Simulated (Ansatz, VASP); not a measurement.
# EuO: VASP beside Ansatz

File INCAR:

```
SYSTEM = EuO
PREC = Accurate ; ENCUT = 520
EDIFF = 1E-8 ; ISMEAR = -1
SIGMA = 0.05 ; LREAL = .FALSE.
LASPH = .TRUE. ; NELM = 200
ALGO = Normal ; ISIF = 2
LWAVE = .FALSE. ; LCHARG = .FALSE.
ISPIN = 2 ; MAGMOM = 7 0
LORBIT = 11 ; LMAXMIX = 6
GGA = PE ; LEFG = .TRUE.
NBANDS = 22 ; GGA_COMPAT = .FALSE.
```

The input KPOINTS:

```
Automatic mesh
0
G
  14 14 14
  0 0 0
```

The input POSCAR:

```
EuO
1.0
    0.0000000000      2.5303827896      2.5303827896
    2.5303827896      0.0000000000      2.5303827896
    2.5303827896      2.5303827896      0.0000000000
Eu O
1 1
Direct
    0.0000000000      0.0000000000      0.0000000000
    0.5000000000      0.5000000000      0.5000000000
```

Input for Ansatz:

```yaml
crystal:
  lattice:
    - [0.0, 2.5303827896, 2.5303827896]
    - [2.5303827896, 0.0, 2.5303827896]
    - [2.5303827896, 2.5303827896, 0.0]
  atoms:
    - { symbol: Eu, position: [0.0, 0.0, 0.0], spin: 7.0 }
    - { symbol: O, position: [0.5, 0.5, 0.5] }
magnetization:
  spin_polarized: true
kpoints:
  mp_grid: { grid: [14, 14, 14] }
  band_path:
    path:
      - [0.0, 0.0, 0.0]
      - [0.5, 0.0, 0.5]
      - [0.625, 0.25, 0.625]
      - [0.375, 0.375, 0.75]
      - [0.0, 0.0, 0.0]
      - [0.5, 0.5, 0.5]
      - [0.5, 0.25, 0.75]
      - [0.5, 0.0, 0.5]
    npoints: 8
scf:
  occupations: { method: fermi_dirac, width: 0.05 }
hamiltonian:
  xc: pbe
  pseudopotentials: { kind: paw }
output:
  forces: true
  stress: true
  eigenvalues: true
  efg: { contact_densities: true }
  populations: true
  bader: true
  dos: { projected: true, de: 0.2, e_range: [-14, 8] }
```

Alike in both runs: task electric field gradients; functional PBE; k mesh 14 × 14 × 14; occupations fermi-dirac, width 0.05 eV; collinear spin.

|  | VASP | Ansatz |
| --- | --- | --- |
| version | VASP 6.6.1 | Ansatz 0.2.0 |
| potentials or method | VASP PAW PBE potentials, release 64 (Eu, O) | PAW with Ansatz's default frozen-core files, scalar-relativistic |
| plane-wave cutoff (eV) | 520 | 420 |
| valence electrons in the cell | 23 | 23 |

|  | VASP | Ansatz | Ansatz less VASP |
| --- | --- | --- | --- |
| pressure (GPa) | -0.3 | 0.0 | +0.28 |
| net moment per atom (μB) | 3.47 | 3.47 | +0.003 |
| size of the moment on the site where the two differ most (μB) | 0.10 | 0.08 | -0.019 |

Site moments also hang on the region over which each program counts them.

Neither program's run includes spin-orbit coupling.
